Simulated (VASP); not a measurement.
# NaAg (NaTl type) (Fd-3m) in VASP: a series of runs, part 2 of 2

VASP 6.6.1. The steps go on from the part before.

## (3) Relaxation of cell and atoms, PBEsol

This run uses another cell than the first one, of 25.48 Å³/atom.

INCAR

```
  PREC = Accurate
  ENCUT = 600
  EDIFF = 1E-7
  ISMEAR = -1
  SIGMA = 0.05
  LREAL = False
  LASPH = True
  NELM = 100
  ALGO = Normal
  ISIF = 3
  LWAVE = False
  LCHARG = False
  GGA = PS
  IBRION = 2
  NSW = 70
  EDIFFG = -0.005
```

KPOINTS

```
Automatic mesh
0
Gamma
  9 9 9
```

POSCAR

```
NaAg
1.0
    0.0000000000      3.7074667818      3.7074667818
    3.7074667818      0.0000000000      3.7074667818
    3.7074667818      3.7074667818      0.0000000000
Na Ag
2 2
Direct
    0.1250000000      0.1250000000      0.1250000000
   -0.1250000000     -0.1250000000     -0.1250000000
    0.3750000000      0.3750000000      0.3750000000
   -0.3750000000     -0.3750000000     -0.3750000000
```

Potentials or basis: VASP PAW PBE potentials, release 64 (Na_pv, Ag).

The run is started by

```sh
cat potpaw_PBE.64/Na_pv/POTCAR potpaw_PBE.64/Ag/POTCAR > POTCAR
mpirun -np 1 vasp_std > vasp.out
```

OUTCAR:

```text
PREC = Accurate
   ENCUT = 600
   EDIFF = 1E-7
   ISMEAR = -1
   LREAL = False
   LASPH = True
   NELM = 100
   ISIF = 3
   GGA = PS
   IBRION = 2
   NSW = 70
   EDIFFG = -0.005

 ion  position               nearest neighbor table
   1  0.125  0.125  0.125-
   2  0.875  0.875  0.875-
   3  0.375  0.375  0.375-   4 3.21   4 3.21   4 3.21   4 3.21
   4  0.625  0.625  0.625-   3 3.21   3 3.21   3 3.21   3 3.21

  LATTYP: Found a face centered cubic cell.
 ALAT       =     7.4149335636

  Lattice vectors:

 A1 = (   0.0000000000,   3.7074667818,   3.7074667818)
 A2 = (   3.7074667818,   0.0000000000,   3.7074667818)
 A3 = (   3.7074667818,   3.7074667818,   0.0000000000)

Analysis of symmetry for initial positions (statically):
=====================================================================
 Subroutine PRICEL returns:
 Original cell was already a primitive cell.

 Routine SETGRP: Setting up the symmetry group for a
 face centered cubic supercell.

 Subroutine GETGRP returns: Found 48 space group operations
 (whereof 12 operations were pure point group operations)
 out of a pool of 48 trial point group operations.

The static configuration has the point symmetry D_3d.
 The point group associated with its full space group is O_h .

Analysis of symmetry for dynamics (positions and initial velocities):
=====================================================================
 Subroutine PRICEL returns:
 Original cell was already a primitive cell.

 Routine SETGRP: Setting up the symmetry group for a
 face centered cubic supercell.

 Subroutine GETGRP returns: Found 48 space group operations
 (whereof 12 operations were pure point group operations)
 out of a pool of 48 trial point group operations.

The dynamic configuration has the point symmetry D_3d.
 The point group associated with its full space group is O_h .

 Subroutine INISYM returns: Found 48 space group operations
 (whereof 12 operations are pure point group operations),
 and found     1 'primitive' translations

----------------------------------------------------------------------------------------

                                     Primitive cell

  volume of cell :     101.9206

  direct lattice vectors                    reciprocal lattice vectors
     0.000000000  3.707466782  3.707466782    -0.134862975  0.134862975  0.134862975
     3.707466782  0.000000000  3.707466782     0.134862975 -0.134862975  0.134862975
     3.707466782  3.707466782  0.000000000     0.134862975  0.134862975 -0.134862975

  length of vectors
     5.243149805  5.243149805  5.243149805     0.233589525  0.233589525  0.233589525

  position of ions in fractional coordinates (direct lattice)
     0.125000000  0.125000000  0.125000000
     0.875000000  0.875000000  0.875000000
     0.375000000  0.375000000  0.375000000
     0.625000000  0.625000000  0.625000000

  ion indices of the primitive-cell ions
   primitive index   ion index
                 1           1
                 2           2
                 3           3
                 4           4

----------------------------------------------------------------------------------------
[... 49 lines left out ...]
 -0.333333  0.333333  0.000000     12.000000
  0.444444  0.444444  0.000000      6.000000
 [... further k-points ...]
   k-points           NKPTS =     35   k-points in BZ     NKDIM =     35   number of bands    NBANDS=     22
   number of dos      NEDOS =    301   number of ions     NIONS =      4
   total plane-waves  NPLWV =  74088
   dimension x,y,z NGX =    42 NGY =   42 NGZ =   42
   dimension x,y,z NGXF=    84 NGYF=   84 NGZF=   84
   ions per type =               2   2
   NGX,Y,Z   is equivalent  to a cutoff of  13.32, 13.32, 13.32 a.u.
   NGXF,Y,Z  is equivalent  to a cutoff of  26.63, 26.63, 26.63 a.u.
 SYSTEM =  unknown system
   PREC   = accura    normal or accurate (medium, high low for compatibility)
   ISTART =      0    job   : 0-new  1-cont  2-samecut
   ICHARG =      2    charge: 1-file 2-atom 10-const
   ISPIN  =      1    spin polarized calculation?
   LNONCOLLINEAR =      F non collinear calculations
   LSORBIT =      F    spin-orbit coupling
   LASPH  =      T    aspherical Exc in radial PAW
   ENCUT  =  600.0 eV  44.10 Ry    6.64 a.u.  10.47 10.47 10.47*2*pi/ulx,y,z
   NELM   =    100;   NELMIN=  2; NELMDL= -5     # of ELM steps
   EDIFF  = 0.1E-06   stopping-criterion for ELM
   LREAL  =      F    real-space projection
   EDIFFG = -.5E-02   stopping-criterion for IOM
   NSW    =     70    number of steps for IOM
   IBRION =      2    ionic relax: 0-MD 1-quasi-New 2-CG
   NFREE  =      1    steps in history (QN), initial steepest desc. (CG)
   ISIF   =      3    stress and relaxation
   ISYM   =      2    0-nonsym 1-usesym 2-fastsym
   POTIM  = 0.5000    time-step for ionic-motion
   TEBEG  =    0.0;   TEEND  =   0.0 temperature during run
   PSTRESS=    0.0 pullay stress
   NELECT =      36.0000    total number of electrons
   NUPDOWN=      -1.0000    fix difference up-down
   EMIN   =  10.00;   EMAX   =-10.00  energy-range for DOS
   EFERMI =   0.00;   METHOD = LEGACY
   ISMEAR =    -1;   SIGMA  =   0.05  broadening in eV -4-tet -1-fermi 0-gaus
   EFERMI_NEDOS =   21; number of points for ismear=-14 and -15
   IALGO  =     38    algorithm
   IMIX   =      4    mixing-type and parameters
     AMIX     =   0.40;   BMIX     =  1.00
     AMIX_MAG =   1.60;   BMIX_MAG =  1.00
  volume/ion in A,a.u.               =      25.48       171.95
  Fermi-wavevector in a.u.,A,eV,Ry     =   1.157235  2.186858 18.220839  1.339194
  Thomas-Fermi vector in A             =   2.293849
   LORBIT       =      0    0 simple, 1 ext, 2 COOP (PROOUT), +10 PAW based schemes
   GGA     = PS    functional components
   LHFCALC =     F    Hartree Fock is set to
   AEXX    =    0.0000 exact exchange contribution
   IVDW    =     0    specifies the selected vdW correction
   LEPSILON=     F    determine dielectric tensor
   LRPA    =     F    only Hartree local field effects (RPA)
 conjugate gradient relaxation of ions
 non-spin polarized calculation
  energy-cutoff  :      600.00
  volume of cell :      101.92
 maximum number of plane-waves:      3479
 NGX is ok and might be reduce to    42
   NGX = 21   NGY = 21   NGZ = 21

--------------------------------------- Ionic step        1  -------------------------------------------

 number of electron      35.9999986 magnetization

 Free energy of the ion-electron system (eV)
  ---------------------------------------------------
  ext. energy  EPLUGINS =         0.00000000
  ---------------------------------------------------
  free energy    TOTEN  =        -8.88882813 eV

  energy without entropy =       -8.88101244  energy(sigma->0) =       -8.88492028

------------------------ aborting loop because EDIFF is reached ----------------------------------------

  FORCE on cell =-STRESS in cart. coord.  units (eV):
  Direction    XX          YY          ZZ          XY          YZ          ZX
  --------------------------------------------------------------------------------------
  -------------------------------------------------------------------------------------
  Total       -2.9606476     -2.9606476     -2.9606476      0.0000000      0.0000000      0.0000000
  in kB      -46.5409772    -46.5409772    -46.5409772      0.0000000      0.0000000      0.0000000
  external PRESSURE =     -46.5409772 kB  Pullay stress =       0.0000000 kB
[... 139 lines left out ...]
--------------------------------------- Ionic step        5  -------------------------------------------

 number of electron      36.0000007 magnetization

 Free energy of the ion-electron system (eV)
  ---------------------------------------------------
  ext. energy  EPLUGINS =         0.00000000
  ---------------------------------------------------
  free energy    TOTEN  =        -9.25794025 eV

  energy without entropy =       -9.25101204  energy(sigma->0) =       -9.25447614

 E-fermi :   4.2008     XC(G=0):  -9.8052

 val. band max:        4.1978091998   @ k =  -0.2222   0.2222   0.0000
 cond. band min:       4.3537501698   @ k =  -0.4444   0.3333   0.1111
 fundamental gap:      0.1559409700
 Fermi energy:         4.2008181486

 k-point     1 :       0.0000    0.0000    0.0000
  band No.  band energies     occupation
      1     -19.9735      2.00000
      2     -19.9735      2.00000
      3     -19.9735      2.00000
      4     -19.8931      2.00000
      5     -19.8931      2.00000
      6     -19.8931      2.00000
[... 589 lines left out ...]
     21       7.4860      0.00000
     22       7.6167      0.00000

 [... further k-points ...]

------------------------ aborting loop because EDIFF is reached ----------------------------------------

  FORCE on cell =-STRESS in cart. coord.  units (eV):
  Direction    XX          YY          ZZ          XY          YZ          ZX
  --------------------------------------------------------------------------------------
  -------------------------------------------------------------------------------------
  Total       -0.0179727     -0.0179727     -0.0179727      0.0000000     -0.0000000      0.0000000
  in kB       -0.3528343     -0.3528343     -0.3528343      0.0000000     -0.0000000      0.0000000
  external PRESSURE =      -0.3528343 kB  Pullay stress =       0.0000000 kB
[... 19 lines left out ...]
  FREE ENERGIE OF THE ION-ELECTRON SYSTEM (eV)
  ---------------------------------------------------
  free  energy   TOTEN  =        -9.2579402496 eV

  energy  without entropy=       -9.2510120381  energy(sigma->0) =       -9.25447614

 reached required accuracy - stopping structural energy minimisation
```

OSZICAR:

```text
N       E                     dE             d eps       ncg     rms          rms(c)
DAV:   1     0.308924392838E+03    0.30892E+03   -0.19644E+04  1540   0.191E+03
[... 46 lines left out ...]
DAV:   1    -0.926745877259E+01   -0.96487E-02   -0.17476E-01  1540   0.518E+00    0.674E-01
DAV:   2    -0.925856565672E+01    0.88931E-02   -0.34624E-02  1540   0.174E+00    0.228E-01
DAV:   3    -0.925814668148E+01    0.41898E-03   -0.65422E-04  1594   0.284E-01    0.128E-01
DAV:   4    -0.925794597074E+01    0.20071E-03   -0.23136E-04  2062   0.165E-01    0.991E-03
DAV:   5    -0.925794100797E+01    0.49628E-05   -0.10427E-05  1808   0.437E-02    0.570E-03
DAV:   6    -0.925794020955E+01    0.79842E-06   -0.16574E-06  1756   0.173E-02    0.106E-03
DAV:   7    -0.925794024964E+01   -0.40083E-07   -0.25576E-07  1300   0.593E-03
   5 F= -.92579402E+01 E0= -.92544761E+01  d E =-.369112E+00
```

It took 2.8 min on 1 thread of Intel Xeon 6975P-C (Granite Rapids), shared host; peak memory 0.32 GiB.

Results:

| Property | Result |
| --- | --- |
| Free energy | -9.2579 eV |
| Relaxed volume | 20.40 Å³/atom |
| Relaxed cell | a = 4.869 Å, b = 4.869 Å, c = 4.869 Å, α = 60.00°, β = 60.00°, γ = 60.00° |
| Space group after relaxing (to 0.1 Å) | Fd-3m (No. 227) |
| Energy gained by relaxing | 92.3 meV/atom |
| Ionic steps | 5 |
| Pressure after relaxing | 0.0 GPa |
| Band gap on the k mesh | zero (bands 18 and 19 overlap by 5.11 eV) |

Step by step:
```csv
step,energy change (eV),largest force (eV/Å),pressure (GPa),volume (Å³)
1,0.0000,0.0000,-4.65,101.92
2,-0.2622,0.0000,-3.11,91.39
3,-0.3661,0.0000,-0.63,83.03
4,-0.3690,0.0000,0.14,81.23
5,-0.3691,0.0000,-0.04,81.61
```

Final structure:
```xyz
4
Lattice="0.0000 3.4428 3.4428 3.4428 0.0000 3.4428 3.4428 3.4428 0.0000" Properties=species:S:1:pos:R:3 pbc="T T T"
Na    0.8607    0.8607    0.8607
Na    6.0248    6.0248    6.0248
Ag    2.5821    2.5821    2.5821
Ag    4.3035    4.3035    4.3035
```

Caveat: the volume moved by over 15 % at a fixed basis, so the end points are rough; the PAW data sets were made with another functional, which shifts forces and pressure a little.

The gap in the log of VASP goes by the Fermi energy; the results here count the filled bands.